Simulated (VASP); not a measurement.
# Si8S in VASP: notebook

The runs below take Si8S through single point, with PBE+D3(BJ).

Everything below comes from runs of VASP 6.6.1. Logs are shortened: lines on timing, memory, paths and dates and some standing lists are left out, and cuts for length are marked.

## (1) The cell of the first run

The cell holds a slab with vacuum, 9 atoms: a = 3.816 Å, b = 6.313 Å, c = 21.232 Å, α = 90.00°, β = 90.00°, γ = 90.00°.

## (2) Single point, PBE+D3(BJ), collinear spin, ferromagnetic start

File INCAR:

```
PREC = Accurate
ENCUT = 520
EDIFF = 1E-6
ISMEAR = 0
SIGMA = 0.05
LREAL = False
LASPH = True
NELM = 150
ALGO = Normal
ISIF = 2
LWAVE = False
LCHARG = False
ISPIN = 2
MAGMOM = 0 0 0 0 0 0 0 0 2
LORBIT = 11
LDIPOL = True
IDIPOL = 3
DIPOL = 0.5 0.5 0.317
GGA = PE
IVDW = 12
NBANDS = 33
```

File KPOINTS:

```
regular mesh
0
Gamma
  7 4 1
```

File POSCAR:

```
Si8S
1.0
    3.8155170197      0.0000000000      0.0000000000
    0.0000000000      6.3129357895      0.0000000000
    0.0000000000      0.0000000000     21.2318711397
Si S
8 1
Direct
    0.0000000000      0.9369021388      0.1883960191
    0.0000000000      0.5630978612      0.1883960191
    0.5000000000      0.4369021388      0.2402729771
    0.5000000000      0.0630978612      0.2402729771
    0.5000000000      0.9332664454      0.3446595292
    0.5000000000      0.5667335546      0.3446595292
    0.0000000000      0.4266292815      0.3877129380
    0.0000000000      0.0733707185      0.3877129380
    0.0000000000      1.2599626148      0.5290099523
```

Potentials or basis: VASP PAW PBE potentials, release 64 (Si, S).

Launch:

```bash
cat potpaw_PBE.64/Si/POTCAR potpaw_PBE.64/S/POTCAR > POTCAR
mpirun -np 1 vasp_std > vasp.out
```

OUTCAR:

```text
PREC = Accurate
   ENCUT = 520
   EDIFF = 1E-6
   ISMEAR = 0
   LREAL = False
   LASPH = True
   NELM = 150
   ISIF = 2
   ISPIN = 2
   LORBIT = 11
   GGA = PE
   IVDW = 12
 IVDW          = 12

 ion  position               nearest neighbor table
   1  0.000  0.937  0.188-   4 2.34   4 2.34   2 2.36
   2  0.000  0.563  0.188-   3 2.34   3 2.34   1 2.36
   3  0.500  0.437  0.240-   2 2.34   2 2.34   4 2.36   6 2.36
   4  0.500  0.063  0.240-   1 2.34   1 2.34   3 2.36   5 2.36
   5  0.500  0.933  0.345-   8 2.29   8 2.29   6 2.31   4 2.36
   6  0.500  0.567  0.345-   7 2.29   7 2.29   5 2.31   3 2.36
   7  0.000  0.427  0.388-   8 2.23   6 2.29   6 2.29
   8  0.000  0.073  0.388-   7 2.23   5 2.29   5 2.29
   9  0.000  0.260  0.529-

  LATTYP: Found a simple orthorhombic cell.
 ALAT       =     3.8155170197
 B/A-ratio  =     1.6545426889
 C/A-ratio  =     5.5646118285

  Lattice vectors:

 A1 = (   3.8155170197,   0.0000000000,   0.0000000000)
 A2 = (   0.0000000000,   6.3129357895,   0.0000000000)
 A3 = (   0.0000000000,   0.0000000000,  21.2318711397)

Analysis of symmetry for initial positions (statically):
=====================================================================
 Subroutine PRICEL returns:
 Original cell was already a primitive cell.

 Routine SETGRP: Setting up the symmetry group for a
 simple orthorhombic supercell.

 Subroutine GETGRP returns: Found  2 space group operations
 (whereof  2 operations were pure point group operations)
 out of a pool of  8 trial point group operations.

The static configuration has the point symmetry C_1h.

Analysis of symmetry for dynamics (positions and initial velocities):
=====================================================================
 Subroutine PRICEL returns:
 Original cell was already a primitive cell.

 Routine SETGRP: Setting up the symmetry group for a
 simple orthorhombic supercell.

 Subroutine GETGRP returns: Found  2 space group operations
 (whereof  2 operations were pure point group operations)
 out of a pool of  8 trial point group operations.

The dynamic configuration has the point symmetry C_1h.

Analysis of structural, dynamic, and magnetic symmetry:
=====================================================================
 Subroutine PRICEL returns:
 Original cell was already a primitive cell.

 Routine SETGRP: Setting up the symmetry group for a
 simple orthorhombic supercell.

 Subroutine GETGRP returns: Found  2 space group operations
 (whereof  2 operations were pure point group operations)
 out of a pool of  8 trial point group operations.

The overall configuration has the point symmetry C_1h.

 Subroutine INISYM returns: Found  2 space group operations
 (whereof  2 operations are pure point group operations),
 and found     1 'primitive' translations

----------------------------------------------------------------------------------------

                                     Primitive cell

  volume of cell :     511.4145

  direct lattice vectors                    reciprocal lattice vectors
     3.815517020  0.000000000  0.000000000     0.262087679  0.000000000  0.000000000
     0.000000000  6.312935790  0.000000000     0.000000000  0.158404906  0.000000000
     0.000000000  0.000000000 21.231871140     0.000000000  0.000000000  0.047099005

  length of vectors
     3.815517020  6.312935790 21.231871140     0.262087679  0.158404906  0.047099005

  position of ions in fractional coordinates (direct lattice)
     0.000000000  0.936902139  0.188396019
     0.000000000  0.563097861  0.188396019
     0.500000000  0.436902139  0.240272977
     0.500000000  0.063097861  0.240272977
     0.500000000  0.933266445  0.344659529
     0.500000000  0.566733555  0.344659529
     0.000000000  0.426629281  0.387712938
     0.000000000  0.073370719  0.387712938
     0.000000000  0.259962615  0.529009952

  ion indices of the primitive-cell ions
   primitive index   ion index
                 1           1
                 2           2
                 3           3
                 4           4
                 5           5
                 6           6
                 7           7
                 8           8
                 9           9

[... 52 lines left out ...]
   ISPIN  =      2    spin polarized calculation?
   LNONCOLLINEAR =      F non collinear calculations
   LSORBIT =      F    spin-orbit coupling
   LASPH  =      T    aspherical Exc in radial PAW
   ENCUT  =  520.0 eV  38.22 Ry    6.18 a.u.   7.09 11.74 39.48*2*pi/ulx,y,z
   NELM   =    150;   NELMIN=  2; NELMDL= -5     # of ELM steps
   EDIFF  = 0.1E-05   stopping-criterion for ELM
   LREAL  =      F    real-space projection
   EDIFFG = 0.1E-04   stopping-criterion for IOM
   NSW    =      0    number of steps for IOM
   IBRION =     -1    ionic relax: 0-MD 1-quasi-New 2-CG
   NFREE  =      0    steps in history (QN), initial steepest desc. (CG)
   ISIF   =      2    stress and relaxation
   ISYM   =      2    0-nonsym 1-usesym 2-fastsym
   POTIM  = 0.5000    time-step for ionic-motion
   TEBEG  =    0.0;   TEEND  =   0.0 temperature during run
   PSTRESS=    0.0 pullay stress
   NELECT =      38.0000    total number of electrons
   NUPDOWN=      -1.0000    fix difference up-down
   EMIN   =  10.00;   EMAX   =-10.00  energy-range for DOS
   EFERMI =   0.00;   METHOD = LEGACY
   ISMEAR =     0;   SIGMA  =   0.05  broadening in eV -4-tet -1-fermi 0-gaus
   EFERMI_NEDOS =   21; number of points for ismear=-14 and -15
   IALGO  =     38    algorithm
   IMIX   =      4    mixing-type and parameters
     AMIX     =   0.40;   BMIX     =  1.00
     AMIX_MAG =   1.60;   BMIX_MAG =  1.00
  volume/ion in A,a.u.               =      56.82       383.47
  Fermi-wavevector in a.u.,A,eV,Ry     =   0.688248  1.300600  6.444882  0.473685
  Thomas-Fermi vector in A             =   1.768994
   LORBIT       =     11    0 simple, 1 ext, 2 COOP (PROOUT), +10 PAW based schemes
   GGA     = PE    functional components
   LHFCALC =     F    Hartree Fock is set to
   AEXX    =    0.0000 exact exchange contribution
   IVDW    =    12    specifies the selected vdW correction
   LEPSILON=     F    determine dielectric tensor
   LRPA    =     F    only Hartree local field effects (RPA)
 spin polarized calculation
 Gauss-broadening in eV      SIGMA  =   0.05
  energy-cutoff  :      520.00
  volume of cell :      511.41
 maximum number of plane-waves:     13806
   NGX = 15   NGY = 23   NGZ = 79

 dipolmoment           0.000000      0.000000     -0.313980 electrons x Angstroem

 number of electron      38.0000000 magnetization       0.4339361

 dipolmoment           0.000000      0.000000      0.208993 electrons x Angstroem

 Free energy of the ion-electron system (eV)
  ---------------------------------------------------
  ext. energy  EPLUGINS =         0.00000000
  ---------------------------------------------------
  free energy    TOTEN  =       -41.81963758 eV

  energy without entropy =      -41.81483418  energy(sigma->0) =      -41.81723588

 E-fermi :  -1.6427     XC(G=0):  -4.1946

 val. band max:       -1.6448915579   @ k =   0.0000   0.2500   0.0000
 cond. band min:      -1.6412407111   @ k =   0.0000   0.5000   0.0000
 fundamental gap:      0.0036508468
 Fermi energy:        -1.6426626872

 spin component 1

 k-point     1 :       0.0000    0.0000    0.0000
  band No.  band energies     occupation
      1     -13.4126      1.00000
      2     -12.7558      1.00000
      3     -11.9835      1.00000
      4     -11.0164      1.00000
      5      -9.5743      1.00000
      6      -8.9592      1.00000
[... 397 lines left out ...]
     30       3.3652      0.00000
     31       3.4648      0.00000
 Fermi energy:        -1.6426626872

 spin component 2

 k-point     1 :       0.0000    0.0000    0.0000
  band No.  band energies     occupation
      1     -13.4190      1.00000
      2     -12.2516      1.00000
      3     -11.9222      1.00000
      4     -11.0351      1.00000
      5      -9.5899      1.00000
      6      -8.9789      1.00000
[... 397 lines left out ...]
     30       3.3586      0.00000
     31       3.4496      0.00000
 [bands above 31 left out]

------------------------ aborting loop because EDIFF is reached ----------------------------------------

 vacuum level on the upper side and lower side of the slab       (xc-potential included)         0.759        -0.809

 Edisp (eV)   -2.26855

 E8    (eV) :    -0.9717

  FORCE on cell =-STRESS in cart. coord.  units (eV):
  Direction    XX          YY          ZZ          XY          YZ          ZX
  --------------------------------------------------------------------------------------
  -------------------------------------------------------------------------------------
  Total       0.93064     0.18359    -8.66001     0.00000    -0.02696     0.00000
  in kB       2.91554     0.57517   -27.13039     0.00000    -0.08446     0.00000
  external pressure =       -7.88 kB  Pullay stress =        0.00 kB

 VOLUME and BASIS-vectors are now :
 -----------------------------------------------------------------------------
  energy-cutoff  :      520.00
  volume of cell :      511.41
      direct lattice vectors                 reciprocal lattice vectors
     3.815517020  0.000000000  0.000000000     0.262087679  0.000000000  0.000000000
     0.000000000  6.312935790  0.000000000     0.000000000  0.158404906  0.000000000
     0.000000000  0.000000000 21.231871140     0.000000000  0.000000000  0.047099005

 POSITION                                       TOTAL-FORCE (eV/Angst)
 -----------------------------------------------------------------------------------
      0.00000      5.91460      4.00000         0.000000     -0.686555      0.539885
      0.00000      3.55480      4.00000         0.000000      0.685348      0.542701
      1.90776      2.75814      5.10144         0.000000     -0.066538     -0.525849
      1.90776      0.39833      5.10144         0.000000      0.071872     -0.534063
      1.90776      5.89165      7.31777         0.000000     -0.255836      0.003954
      1.90776      3.57775      7.31777         0.000000      0.256277     -0.016719
      0.00000      2.69328      8.23187         0.000000      0.117636      1.293331
      0.00000      0.46318      8.23187         0.000000     -0.117257      1.156251
      0.00000      1.64113     11.23187         0.000000     -0.004946     -2.459492
 -----------------------------------------------------------------------------------
    total drift:                               -0.000000      0.000044     -0.000311

  FREE ENERGIE OF THE ION-ELECTRON SYSTEM (eV)
  ---------------------------------------------------
  free  energy   TOTEN  =       -44.0881860264 eV

  energy  without entropy=      -44.0833826289  energy(sigma->0) =      -44.08578433

 vacuum level on the upper side and lower side of the slab         4.620         3.036

 total charge

# of ion       s       p       d       tot
------------------------------------------
    1        0.793   0.850   0.000   1.643
    2        0.793   0.850   0.000   1.643
    3        0.759   0.909   0.000   1.668
    4        0.759   0.908   0.000   1.668
    5        0.759   0.952   0.000   1.711
    6        0.759   0.952   0.000   1.711
    7        0.785   0.878   0.000   1.663
    8        0.786   0.879   0.000   1.665
    9        1.396   2.082   0.000   3.479
--------------------------------------------------
tot          7.589   9.261   0.000  16.850

 magnetization (x)

# of ion       s       p       d       tot
------------------------------------------
    1       -0.001  -0.006   0.000  -0.007
    2       -0.000  -0.005   0.000  -0.006
    3       -0.000  -0.003   0.000  -0.003
    4       -0.000  -0.003   0.000  -0.004
    5       -0.001  -0.002   0.000  -0.002
    6       -0.001  -0.002   0.000  -0.002
    7       -0.002  -0.019   0.000  -0.021
    8       -0.002  -0.021   0.000  -0.023
    9        0.010   0.372   0.000   0.381
--------------------------------------------------
tot          0.002   0.311   0.000   0.314
```

Run time: 9.4 min. Hardware: 1 thread of Intel Xeon 6975P-C (Granite Rapids), shared host; peak memory 0.82 GiB.

What came out:

| Quantity | Value |
| --- | --- |
| Free energy | -44.0882 eV |
| Largest force | 2.459 eV/Å |
| Net moment | 0.43 μB per cell |
| Site moments | Si -0.01, -0.00, -0.02; S +0.38 μB |
| Valence electrons inside the program's atomic spheres | Si 1.64, 1.67, 1.71, 1.66; S 3.48 |
| Dispersion energy per atom | -0.252 eV |

Forces in eV/Å, atoms in the order of the input:
```
Si   0.000 -0.687  0.540
Si   0.000  0.685  0.543
Si   0.000 -0.067 -0.526
Si   0.000  0.072 -0.534
Si   0.000 -0.256  0.004
Si   0.000  0.256 -0.017
Si   0.000  0.118  1.293
Si   0.000 -0.117  1.156
S    0.000 -0.005 -2.459
```

Levels at points of the mesh, in eV from the Fermi level:
Spin up:
| k point | band 16 | band 17 | band 18 | band 19 | band 20 | band 21 | band 22 | band 23 |
| --- | --- | --- | --- | --- | --- | --- | --- | --- |
| (0.00, 0.00, 0.00) | -0.96 | -0.33 | -0.12 | -0.01 | 0.35 | 0.58 | 1.27 | 1.80 |
| (0.00, 0.50, 0.00) | -1.11 | -1.05 | -0.64 | -0.21 | 0.00 | 1.06 | 1.25 | 1.85 |
Spin down:
```tsv
k point	band 16	band 17	band 18	band 19	band 20	band 21	band 22	band 23
(0.00, 0.00, 0.00)	-0.72	-0.20	-0.13	0.38	0.62	0.82	1.25	1.80
(0.00, 0.50, 0.00)	-1.11	-1.05	-0.45	-0.05	0.84	1.09	1.23	1.82
```

## (3) Single point, PBE+D3(BJ), collinear spin, ferromagnetic start

File INCAR:

```
ALGO = Normal
DIPOL = 0.5 0.5 0.317
EDIFF = 1E-6
ENCUT = 520
GGA = PE
IDIPOL = 3
ISIF = 2
ISMEAR = 0
ISPIN = 2
IVDW = 12
LASPH = T
LCHARG = T
LDIPOL = T
LELF = T
LORBIT = 11
LREAL = F
LVACPOTAV = T
LVHAR = T
LWAVE = F
MAGMOM = 0 0 0 0 0 0 0 0 2
NBANDS = 33
NELM = 150
PREC = Accurate
SIGMA = 0.05
```

File KPOINTS:

```
k-points
0
Gamma
  7 4 1
```

Changes to POSCAR since step 2:

```diff
@@ -16,2 +16,2 @@
     0.0000000000      0.0733707185      0.3877129380
-    0.0000000000      1.2599626148      0.5290099523
+    0.0000000000      0.7599626148      0.5290099523
```

Potentials or basis: VASP PAW PBE potentials, release 64 (Si, S).

Launch:

```bash
cat potpaw_PBE.64/Si/POTCAR potpaw_PBE.64/S/POTCAR > POTCAR
mpirun -np 1 vasp_std > vasp.out
```

It took 17 min on 1 thread of AMD EPYC 7R13, shared host; peak memory 0.77 GiB.

Results (log left out):

- Free energy: -43.5938 eV
- Largest force: 1.192 eV/Å
- Net moment: 1.29 μB per cell
- Site moments: Si -0.02, -0.01; S +0.91 μB
- Valence electrons inside the program's atomic spheres: Si 1.64, 1.67, 1.70, 1.68; S 3.49
- Dispersion energy per atom: -0.253 eV

Forces on the atoms (eV/Å):
```
Si   0.000 -0.770  0.562
Si   0.000  0.772  0.565
Si   0.000 -0.009 -0.621
Si   0.000  0.007 -0.613
Si   0.000  0.004 -0.047
Si   0.000 -0.016 -0.034
Si   0.000  0.778  0.652
Si   0.000 -0.796  0.728
S    0.000  0.030 -1.191
```

Levels at points of the mesh, in eV from the Fermi level:
Spin up:
```tsv
k point	band 16	band 17	band 18	band 19	band 20	band 21	band 22	band 23	band 24	band 25
(0.00, 0.00, 0.00)	-0.88	-0.61	-0.61	-0.04	0.34	0.45	1.38	1.79	2.35	3.10
(0.00, 0.50, 0.00)	-1.02	-0.97	-0.75	-0.63	-0.60	0.87	1.41	2.02	2.13	2.30
```
Spin down:
```tsv
k point	band 15	band 16	band 17	band 18	band 19	band 20	band 21	band 22
(0.00, 0.00, 0.00)	-0.86	-0.40	-0.13	-0.05	0.46	0.52	1.19	1.37
(0.00, 0.50, 0.00)	-1.07	-1.03	-0.98	-0.21	0.04	0.86	1.19	1.42
```

(Part 1 of 2 ends here.)
